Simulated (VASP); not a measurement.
A run of VASP 6.6.1:

The input INCAR:

```
PREC = Accurate
ENCUT = 520
EDIFF = 1E-6
ISMEAR = 0
SIGMA = 0.15
LREAL = False
LASPH = True
NELM = 60
ALGO = Fast
ISIF = 2
LWAVE = False
LCHARG = False
GGA = PS
NBANDS = 13
```

Contents of KPOINTS:

```
regular mesh
0
Gamma
  26 26 26
```

POSCAR

```
W
1.0
    0.0000000000      1.9989957669      1.9390258939
    1.9989957669      0.0000000000      1.9390258939
    1.9989957669      1.9989957669      0.0000000000
W
1
Direct
    0.0000000000      0.0000000000      0.0000000000
```

Potentials or basis: VASP PAW PBE potentials, release 64 (W_sv).

Launch:

```console
$ cat potpaw_PBE.64/W_sv/POTCAR > POTCAR
$ mpirun -np 1 vasp_std > vasp.out
```

Hardware: 1 thread of Intel(R) Xeon(R) 6975P-C (Granite Rapids) (shared host).

Estimate the wall time of this run.

Wall time 90 s on 1 thread of Intel(R) Xeon(R) 6975P-C (Granite Rapids), on a shared host, peak memory 0.36 GiB. Counts: scf iterations 13, k points 1330.
